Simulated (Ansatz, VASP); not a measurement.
C: VASP beside Ansatz

```
C
1.0
     0.00000    1.72672    1.72672
     1.72672    0.00000    1.72672
     1.72672    1.72672    0.00000
C
2
Direct
  0.00000 0.00000 0.00000
  0.25000 0.25000 0.25000
```

Change from the starting cell: hydrostatic strain -3.0%.

Alike in both runs: task single point; functional PBE; k mesh 12 × 12 × 12; occupations fermi-dirac, width 0.02 eV; no spin polarisation.

|  | VASP | Ansatz |
| --- | --- | --- |
| version | VASP 6.6.1 | Ansatz 0.2.0 |
| potentials or method | VASP PAW PBE potentials, release 64 (C) | plane waves, PAW |
| plane-wave cutoff (eV) | 520 | 420 |
| valence electrons in the cell | 8 | 8 |

```csv
,VASP,Ansatz,Ansatz less VASP
gap on the k mesh at the Fermi level (eV),4.38,4.39,+0.010
pressure (GPa),53.7,52.6,-1.10
```

Both programs put the cell under a high pressure, so it lies far from rest at this level. With one functional, cell and mesh, what is left measures potentials, basis and numerics.
